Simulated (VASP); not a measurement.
A run of VASP 6.6.1 is set up as follows.

INCAR

```
SYSTEM = Na3AlO3
  PREC = Accurate
  ENCUT = 520
  EDIFF = 1E-7
  ISMEAR = 0
  SIGMA = 0.1
  LREAL = .FALSE.
  LASPH = .TRUE.
  NELM = 100
  ALGO = Normal
  ISIF = 2
  LWAVE = .FALSE.
  LCHARG = .TRUE.
  GGA = PE
  LELF = .TRUE.
  LVHAR = .TRUE.
  NBANDS = 55
```

Contents of KPOINTS:

```
Automatic mesh
0
G
  4 4 2
  0 0 0
```

Contents of POSCAR:

```
Na3AlO3
1.0
    5.5896538954      0.0017498219     -0.0009893915
    2.1793873356      5.4163668261      0.0009229855
    0.3134811862      1.2714462136      6.4811227024
Na Al O
6 2 6
Direct
    0.5096098339      0.2362516811      0.5535242894
    0.4903947093      0.7637408031      0.4464827389
    0.5284762837      0.7576435031      0.9097040917
    0.4715182288      0.2423666867      0.0903034846
    0.0055397480      0.2914648674      0.3562706292
    0.9944546266      0.7085325315      0.6437220708
    0.0105444504      0.8575014571      0.1784448638
    0.9894570594      0.1425005429      0.8215515023
    0.7690233926      0.9728370052      0.3523406056
    0.2579928841      0.5688863775      0.2821220503
    0.1461232889      0.0976378750      0.0708160818
    0.7420013252      0.4311144152      0.7178859756
    0.2309787919      0.0271676173      0.6476522961
    0.8538853771      0.9023546369      0.9291793197
```

Potentials or basis: VASP PAW PBE potentials, release 64 (Na_pv, Al, O).

Command:

```sh
$ cat potpaw_PBE.64/Na_pv/POTCAR potpaw_PBE.64/Al/POTCAR potpaw_PBE.64/O/POTCAR > POTCAR
$ mpirun -np 1 vasp_std > vasp.out
```

Task: Predict the pressure.

Result: 0.1 GPa.

Task: Estimate the largest force.

Result: 0.011 eV/Å.

Task: Estimate the band gap on the k mesh.

Result: 2.36 eV (least direct gap 2.51 eV).

Forces on the atoms (eV/Å):
```
Na   0.001  0.003  0.002
Na  -0.001 -0.003 -0.002
Na   0.000 -0.007  0.007
Na   0.000  0.007 -0.007
Na  -0.001  0.008 -0.005
Na   0.001 -0.008  0.005
Al  -0.003 -0.006 -0.008
Al   0.003  0.006  0.008
O    0.000  0.005  0.001
O    0.006 -0.004  0.005
O   -0.002  0.000 -0.001
O   -0.005  0.004 -0.005
O    0.000 -0.005 -0.001
O    0.002  0.000  0.001
```

Caveat: the k points lie up to 0.48 Å⁻¹ apart. A k mesh can miss the band edges.
